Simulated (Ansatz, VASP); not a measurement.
## Two plane-wave programs on HgTe

```
Hg Te
1.0
     0.00000    3.49104    3.32480
     3.49104    0.00000    3.32480
     3.49104    3.49104    0.00000
Hg Te
1 1
Cartesian
  0.0000 0.0000 0.0000
  5.2366 5.2366 4.9872
```

Change from the starting cell: strain +0.050 along x and y, +0.000 along z, atoms carried along.

Alike in both runs: task single point; functional PBE; k mesh 16 × 16 × 16; occupations gaussian, width 0.15 eV; no spin polarisation.

```csv
,VASP,Ansatz
version,VASP 6.6.1,Ansatz 0.2.0
potentials or method,"VASP PAW PBE potentials, release 64 (Hg, Te), cutoff 520 eV","scalar-relativistic, plane waves, PAW"
valence electrons in the cell,18,36
```

|  | VASP | Ansatz | Ansatz less VASP |
| --- | --- | --- | --- |
| gap on the k mesh at the Fermi level (eV) | none | none | - |
| pressure (GPa) | -2.6 | -2.6 | -0.02 |
| traceless stress, the component that is largest in VASP (GPa) | 0.49 | 0.49 | +0.001 |

A gap of «none» marks a metal or a gap that the smearing closes. VASP's potentials hold 18 valence electrons a cell and Ansatz's 36, so a difference there can come from the potentials and not from the codes.

Neither program's run includes spin-orbit coupling.
